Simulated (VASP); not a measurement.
# BN: single point with PBEsol

BN:

```
N B
1.0
     2.50081    0.00000    0.00000
    -1.25041    2.16577    0.00000
     0.00000    0.00000    4.13851
N B
2 2
Direct
  0.33333 0.66667 0.12543
  0.66667 0.33333 0.62543
  0.33333 0.66667 0.49957
  0.66667 0.33333 0.99957
```

```
Program             : VASP 6.6.1
Task                : single point
Functional          : PBEsol
Potentials or basis : VASP PAW PBE potentials, release 64 (N, B)
Cutoff              : 520 eV
k mesh              : 12 × 12 × 6
Occupations         : fermi-dirac, width 0.05 eV
Spin                : no spin polarisation
```

```
Pressure               : 20.7 GPa
Largest force          : 0.007 eV/Å
Band gap on the k mesh : 4.84 eV, indirect (least direct gap 8.44 eV)
```

Forces in eV/Å, atoms in the order of the input:
```
N    0.000  0.000  0.007
N    0.000  0.000  0.007
B    0.000  0.000 -0.007
B    0.000  0.000 -0.007
```

Levels at points of the mesh, in eV from the valence-band top:
```tsv
k point	band 5	band 6	band 7	band 8	band 9	band 10	band 11	band 12
(0.00, 0.00, 0.00)	-2.25	-0.32	0.00	0.00	8.51	8.51	8.82	10.14
(0.50, 0.00, 0.00)	-7.28	-5.30	-4.77	-2.24	6.74	7.95	10.77	11.84
(0.00, 0.00, 0.50)	-1.25	-1.25	-1.25	-1.25	9.91	9.91	10.14	10.14
(0.50, 0.00, 0.50)	-4.01	-4.01	-3.79	-3.79	6.62	6.62	10.28	10.28
```

Run time: 28 s on 1 thread of Intel Xeon 8259CL (shared host), peak memory 0.14 GiB.

Caveat: the PAW data sets were made with another functional, which shifts forces and pressure a little. A k mesh can miss the band edges.
